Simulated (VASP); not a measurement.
Input of a VASP 6.6.1 run:

Contents of INCAR:

```
ALGO = Normal
EDIFF = 1E-7
EDIFFG = -0.04
ENCUT = 600
GGA = PE
IBRION = 2
ISIF = 3
ISMEAR = 0
ISPIN = 2
LASPH = T
LCHARG = F
LMAXMIX = 4
LORBIT = 11
LREAL = F
LWAVE = F
MAGMOM = 0 0 0.21 0.21 0.21 0.21 0.21 0.21
NELM = 150
NSW = 90
PREC = Accurate
SIGMA = 0.1
```

Contents of KPOINTS:

```
k-points
0
Gamma
  6 6 4
```

Contents of POSCAR:

```
AlNi3
1.0
    5.0091156652      0.0000000000      0.0000000000
   -2.5045578326      4.3380214166      0.0000000000
    0.0000000000      0.0000000000      4.0402563800
Al Ni
2 6
Direct
    0.6666666700      0.3333333300      0.2500000000
    0.3333333300      0.6666666700      0.7500000000
    0.3285200000      0.1642600000      0.7500000000
    0.8357400000      0.1642600000      0.7500000000
    0.8357400000      0.6714800000      0.7500000000
    0.6714800000      0.8357400000      0.2500000000
    0.1642600000      0.8357400000      0.2500000000
    0.1642600000      0.3285200000      0.2500000000
```

Potentials or basis: VASP PAW PBE potentials, release 64 (Al, Ni).

Run with:

```sh
$ cat potpaw_PBE.64/Al/POTCAR potpaw_PBE.64/Ni/POTCAR > POTCAR
$ mpirun -np 1 vasp_std > vasp.out
```

**Question.** What does it give for the relaxed volume?

**Answer.** 11.35 Å³/atom.

**Question.** Estimate the band gap on the k mesh.

**Answer.** Zero (filled and empty bands overlap).

**Question.** Estimate the net moment.

**Answer.** 0.00 μB per cell.

Forces in eV/Å, atoms in the order of the input:
```
Al   0.000  0.000  0.000
Al   0.000  0.000  0.000
Ni   0.011  0.006  0.000
Ni  -0.011  0.006  0.000
Ni   0.000 -0.013  0.000
Ni  -0.011 -0.006  0.000
Ni   0.011 -0.006  0.000
Ni   0.000  0.013  0.000
```

Caveat: the k points lie up to 0.39 Å⁻¹ apart in the final cell, too coarse for converged energies and pressures of a metal.
